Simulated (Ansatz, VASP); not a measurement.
**One calculation of HCl, two programs**

Contents of INCAR:

```
SYSTEM = HCl
PREC     = Accurate       ! precision mode
ENCUT    = 520            ! plane-wave cutoff, eV
EDIFF    = 1E-6           ! SCF threshold, eV
ISMEAR   = 0              ! smearing method
SIGMA    = 0.15           ! smearing width, eV
LREAL    = .FALSE.        ! projectors in reciprocal space
LASPH    = .TRUE.         ! aspherical terms in the spheres
NELM     = 80             ! most SCF steps
ALGO     = Normal         ! electronic algorithm
ISIF     = 2              ! what is computed and relaxed
LWAVE    = .FALSE.        ! write WAVECAR
LCHARG   = .FALSE.        ! write CHGCAR
GGA      = PS             ! functional
NBANDS   = 11             ! bands
```

KPOINTS

```
Automatic mesh
0
G
  16 16 16
  0 0 0
```

File POSCAR:

```
HCl
1.0
    0.0000000000      2.8743750000      2.8059375000
    2.8743750000      0.0000000000      2.8059375000
    2.8743750000      2.8743750000      0.0000000000
H Cl
1 1
Direct
    0.0000000000      0.0000000000      0.0000000000
    0.5000000000      0.5000000000      0.5000000000
```

Input for Ansatz:

```yaml
crystal:
  lattice:
    - [0.0, 2.874375, 2.8059375]
    - [2.874375, 0.0, 2.8059375]
    - [2.874375, 2.874375, 0.0]
  atoms:
    - { symbol: H, position: [0.0, 0.0, 0.0] }
    - { symbol: Cl, position: [0.5, 0.5, 0.5] }
basis:
  ecutwfc: 420
kpoints:
  mp_grid: { grid: [16, 16, 16] }
hamiltonian:
  xc: pbesol
scf:
  occupations: { method: gaussian, width: 0.15 }
output:
  forces: true
  stress: true
  eigenvalues: true
```

Change from the starting cell: strain +0.050 along x and y, +0.025 along z, atoms carried along.

Alike in both runs: task single point; functional PBEsol; k mesh 16 × 16 × 16; occupations gaussian, width 0.15 eV; no spin polarisation.

```csv
,VASP,Ansatz
version,VASP 6.6.1,Ansatz 0.2.0
potentials or method,"VASP PAW PBE potentials, release 64 (H, Cl), cutoff 520 eV","scalar-relativistic, plane waves, PAW"
valence electrons in the cell,8,8
```

```csv
,VASP,Ansatz,Ansatz less VASP
gap on the k mesh at the Fermi level (eV),none,none,-
pressure (GPa),-9.2,-9.2,+0.04
"traceless stress, the component that is largest in VASP (GPa)",-1.08,-1.08,+0.002
```

VASP's potentials were made for PBE, not for PBEsol. A gap of «none» marks a metal or a gap that the smearing closes.
